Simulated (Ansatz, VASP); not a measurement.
CaPtCl6 in VASP and in Ansatz

```
Ca Pt Cl
1.0
     3.18716    1.84011    5.82769
    -3.18716    1.84011    5.82769
     0.00000   -3.68021    5.82769
Ca Pt Cl
1 1 6
Direct
  0.50000 0.50000 0.50000
  0.00000 0.00000 0.00000
  0.05493 0.38957 0.78744
  0.94507 0.61043 0.21256
  0.38957 0.78744 0.05493
  0.61043 0.21256 0.94507
  0.21256 0.94507 0.61043
  0.78744 0.05493 0.38957
```

Alike in both runs: task single point; functional PBE; k mesh 3 × 3 × 3; occupations gaussian, width 0.1 eV; no spin polarisation.

|  | VASP | Ansatz |
| --- | --- | --- |
| version | VASP 6.6.1 | Ansatz 0.2.0 |
| potentials or method | VASP PAW PBE potentials, release 64 (Ca_sv, Pt, Cl), cutoff 520 eV | scalar-relativistic, plane waves, PAW |
| valence electrons in the cell | 62 | 70 |

VASP gave:

| Item | Value |
| --- | --- |
| gap on the k mesh at the Fermi level (eV) | 1.80 |
| least direct gap on the mesh (eV) | 1.82 |
| pressure (GPa) | -0.2 |
| rms of the force components (eV/Å) | 0.020 |

Task: What did Ansatz give for the same quantities?

Result: gap on the k mesh at the Fermi level (eV): 1.80; least direct gap on the mesh (eV): 1.81; pressure (GPa): 0.0; rms of the force components (eV/Å): 0.000.

Atom by atom the forces differ by 0.020 eV/Å (rms over components). VASP's potentials hold 62 valence electrons a cell and Ansatz's 70, so a difference there can come from the potentials and not from the codes.

Neither program's run includes spin-orbit coupling.
